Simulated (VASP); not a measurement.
Here is a VASP 6.6.1 calculation.

File INCAR:

```
PREC = Accurate
ENCUT = 520
EDIFF = 1E-6
ISMEAR = 0
SIGMA = 0.15
LREAL = F
LASPH = T
NELM = 60
ALGO = Fast
ISIF = 2
LWAVE = F
LCHARG = T
GGA = PS
IVDW = 12
LELF = T
LVHAR = T
NBANDS = 10
```

KPOINTS

```
regular mesh
0
Gamma
  18 18 10
```

File POSCAR:

```
Al
1.0
    2.8124553515      0.0000000000      0.0000000000
   -1.4062276757      2.4356577814      0.0000000000
    0.0000000000      0.0000000000      4.8668500000
Al
2
Direct
    0.7282516730      0.4565033461      0.7500000000
    0.3333333333      0.6666666667      0.2500000000
```

Potentials or basis: VASP PAW PBE potentials, release 64 (Al).

Launch:

```sh
$ cat potpaw_PBE.64/Al/POTCAR > POTCAR
$ mpirun -np 1 vasp_std > vasp.out
```

Estimate the largest force.

0.140 eV/Å.

Predict the dispersion energy per atom.

-0.314 eV.

Estimate the pressure.

-4.0 GPa.

Estimate the band gap on the k mesh.

zero (band 3 reaches 11.56 eV, above the bottom of band 4 at 4.64 eV).

Stress tensor (GPa, compression positive):
```
-3.62  0.00  0.00
 0.00 -3.50  0.00
 0.00  0.00 -4.76
```

Caveat: the cell differs from its parent crystal (atom 1 (Al) moved by (+0.000, +0.300) A along x and y); the PAW data sets were made with another functional, which shifts forces and pressure a little; pairwise dispersion overbinds metals, which lowers pressure and volume.
